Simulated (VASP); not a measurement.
A run of VASP 6.6.1 is set up as follows.

Contents of INCAR:

```
SYSTEM = CuSn3O8
PREC = Accurate
ENCUT = 520
EDIFF = 1E-7
ISMEAR = 0
SIGMA = 0.05
LREAL = .FALSE.
LASPH = .TRUE.
NELM = 150
ALGO = Normal
ISIF = 2
LWAVE = .FALSE.
LCHARG = .FALSE.
ISPIN = 2
MAGMOM = 3 0 0 0 0 0 0 0 0 0 0 0
LORBIT = 11
LMAXMIX = 4
GGA = PS
NBANDS = 66
```

The input KPOINTS:

```
regular mesh
0
G
  4 4 3
  0 0 0
```

Contents of POSCAR:

```
CuSn3O8
1.0
    4.7373500000      0.0000000000      0.0000000000
    0.0000000000      4.7373500000      0.0000000000
    0.0000000000      0.0000000000      6.3728000000
Cu Sn O
1 3 8
Direct
    0.0017262554      0.0017209060      0.0006958083
    0.0017680500      0.0017000142      0.5007047481
    0.5017688096      0.5016957799      0.2468803500
    0.5017142473      0.5017590507      0.7545217515
    0.3007789379      0.3008445520      0.0007050426
    0.3091042578      0.3092008550      0.5006986411
    0.1933131846      0.8102809293      0.2447227132
    0.1932631728      0.8103141321      0.7566616821
    0.7027042807      0.7025940311      0.0007053464
    0.6943421073      0.6942878422      0.5007000989
    0.8102422603      0.1931440353      0.2447507560
    0.8101996735      0.1931796657      0.7566598979
```

Potentials or basis: VASP PAW PBE potentials, release 64 (Cu, Sn_d, O).

Launch:

```bash
$ cat potpaw_PBE.64/Cu/POTCAR potpaw_PBE.64/Sn_d/POTCAR potpaw_PBE.64/O/POTCAR > POTCAR
$ mpirun -np 1 vasp_std > vasp.out
```

Question: Estimate the net moment.

Answer: 0.63 μB per cell.

Question: Predict the largest force.

Answer: 0.529 eV/Å.

Question: Predict the site moments.

Answer: Cu +0.27; Sn +0.00, +0.01 (each value once); O +0.03, +0.02, +0.05 (each value once) μB.

Forces on the atoms (eV/Å):
```
Cu   0.000  0.000  0.000
Sn  -0.001  0.001 -0.001
Sn  -0.001  0.000 -0.308
Sn   0.001 -0.002  0.309
O   -0.064 -0.064  0.000
O    0.055  0.054  0.001
O   -0.355  0.354 -0.168
O   -0.353  0.353  0.169
O    0.065  0.065  0.000
O   -0.054 -0.054  0.000
O    0.353 -0.353 -0.169
O    0.354 -0.354  0.168
```

Caveat: the cell stands under tension; a moment this small can come from the mesh or the smearing; the PAW data sets were made with another functional, which shifts forces and pressure a little; a cell with one magnetic atom can't hold antiferromagnetic order, which such compounds often take.
